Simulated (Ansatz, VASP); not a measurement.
**Cu in VASP and in Ansatz**

```
CELL_PARAMETERS angstrom
2.55619 0.00000 0.00000
0.00000 2.55619 0.00000
0.00000 0.00000 32.07500
ATOMIC_POSITIONS crystal
Cu 0.00000 0.00000 0.21635
Cu 0.50000 0.50000 0.27154
Cu 0.00000 0.00000 0.32883
Cu 0.50000 0.50000 0.38596
Cu 0.00000 0.00000 0.44302
Cu 0.50000 0.50000 0.50000
Cu 0.00000 0.00000 0.55698
Cu 0.50000 0.50000 0.61404
Cu 0.00000 0.00000 0.67117
Cu 0.50000 0.50000 0.72846
Cu 0.00000 0.00000 0.78365
```

Alike in both runs: functional PBE; k mesh 15 × 15 × 1; occupations gaussian, width 0.1 eV; no spin polarisation.

Ansatz relaxed the structure, and its values are those at the end. VASP's run is a single point on that final structure, the one shown.

|  | VASP | Ansatz |
| --- | --- | --- |
| version | VASP 6.6.1 | Ansatz 0.2.0 |
| potentials or method | VASP PAW PBE potentials, release 64 (Cu) | scalar-relativistic, plane waves, PAW |
| plane-wave cutoff (eV) | 520 | 420 |
| valence electrons in the cell | 121 | 209 |

|  | VASP | Ansatz | Ansatz less VASP |
| --- | --- | --- | --- |
| gap on the k mesh at the Fermi level (eV) | none | none | - |
| rms of the force components (eV/Å) | 0.007 | 0.001 | -0.0063 |

A gap of «none» marks a metal or a gap that the smearing closes. With one functional, cell and mesh, what is left measures potentials, basis and numerics. VASP's potentials hold 121 valence electrons a cell and Ansatz's 209, so a difference there can come from the potentials and not from the codes. Ansatz's warnings: vacuum density over bound, xc potential rough in thin density.
